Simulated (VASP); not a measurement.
A run of VASP 6.6.1 is set up as follows.

Contents of POSCAR:

```
SnSe
1.0
    0.0000000000      3.0021131537      3.0021131537
    3.0021131537      0.0000000000      3.0021131537
    3.0021131537      3.0021131537      0.0000000000
Sn Se
1 1
Direct
    0.0000000000      0.0000000000      0.0000000000
    0.5000000000      0.5000000000      0.5000000000
```

File INCAR.step1:

```
  PREC = Accurate
  ENCUT = 520
  ISMEAR = -1
  SIGMA = 0.02
  LREAL = F
  LASPH = T
  NELM = 150
  MAGMOM = 0 0 0 0 0 0
  LSORBIT = T
  GGA_COMPAT = F
  NBANDS = 32
  GGA = PE
  ALGO = Normal
  EDIFF = 1E-4
  LWAVE = T
  LCHARG = F
```

File INCAR.step2:

```
  PREC = Accurate
  ENCUT = 520
  EDIFF = 1E-6
  ISMEAR = -1
  SIGMA = 0.02
  LREAL = F
  LASPH = T
  NELM = 150
  ALGO = Normal
  ISIF = 2
  LWAVE = F
  LCHARG = T
  MAGMOM = 0 0 0 0 0 0
  LORBIT = 11
  LSORBIT = T
  GGA_COMPAT = F
  LORBMOM = T
  METAGGA = R2SCAN
  LMIXTAU = T
  LVHAR = T
  NBANDS = 32
  ISTART = 1
```

KPOINTS

```
regular mesh
0
Gamma
  8 8 8
```

Potentials or basis: VASP PAW PBE potentials, release 64 (Sn_d, Se).

Launch:

```bash
$ cat potpaw_PBE.64/Sn_d/POTCAR potpaw_PBE.64/Se/POTCAR > POTCAR
$ cp INCAR.step1 INCAR
$ mpirun -np 1 vasp_ncl > vasp.out
$ cp INCAR.step2 INCAR
$ mpirun -np 1 vasp_ncl > vasp.out
```

(1) What does it give for the pressure?

(2) Estimate the net moment.

## Answers

(1) 0.3 GPa.

(2) 0.00 μB per cell.

Caveat: the structure was generated, so it needn't be the stable form of SnSe; the PAW data sets were made with another functional, which shifts forces and pressure a little.
